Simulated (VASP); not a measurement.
Set up this calculation in VASP 6.6.1, as the native input.

```
Task                   : single point
Functional             : RPBE
Potentials or basis    : VASP PAW PBE potentials, release 64 (As)
Cutoff                 : 520 eV
k mesh                 : 13 × 13 × 10
Occupations            : fermi-dirac, width 0.1 eV
Spin                   : no spin polarisation
Dipole correction      : no
Further INCAR settings : ALGO = Normal; EDIFF = 1e-06; NBANDS = 12
```

The structure of As lies in POSCAR:

```
As
1.0
   -4.7506397044      5.1422010598      1.4112837177
    5.1422010598     -4.7506397044      1.4112837177
    2.5089449815      2.5089449815     -0.6941383782
As
2
Direct
    0.9360465993      0.0639534007      1.0000000000
    0.8139534007      0.1860465993      0.5000000000
```

One way to write it, as run:

INCAR

```
SYSTEM = As
PREC     = Accurate       ! precision mode
ENCUT    = 520            ! plane-wave cutoff, eV
EDIFF    = 1E-6           ! SCF threshold, eV
ISMEAR   = -1             ! smearing method
SIGMA    = 0.1            ! smearing width, eV
LREAL    = .FALSE.        ! projectors in reciprocal space
LASPH    = .TRUE.         ! aspherical terms in the spheres
NELM     = 60             ! most SCF steps
ALGO     = Normal         ! electronic algorithm
ISIF     = 2              ! what is computed and relaxed
LWAVE    = .FALSE.        ! write WAVECAR
LCHARG   = .TRUE.         ! write CHGCAR
GGA      = RP             ! functional
LELF     = .TRUE.         ! ELF
LVHAR    = .TRUE.       
NBANDS   = 12             ! bands
```

KPOINTS

```
Automatic mesh
0
G
  13 13 10
  0 0 0
```

Potentials or basis: VASP PAW PBE potentials, release 64 (As).

Launch:

```sh
$ cat potpaw_PBE.64/As/POTCAR > POTCAR
$ mpirun -np 1 vasp_std > vasp.out
```

It gave:

```yaml
Pressure: 0.1 GPa
Largest_force: 0.066 eV/Å
Band_gap_on_the_k_mesh: zero (bands 5 and 6 overlap by 4.58 eV)
```

Caveat: the PAW data sets were made with another functional, which shifts forces and pressure a little.

It took 4.4 min on 1 thread of Intel(R) Xeon(R) 6975P-C (Granite Rapids) (shared host), peak memory 0.52 GiB.
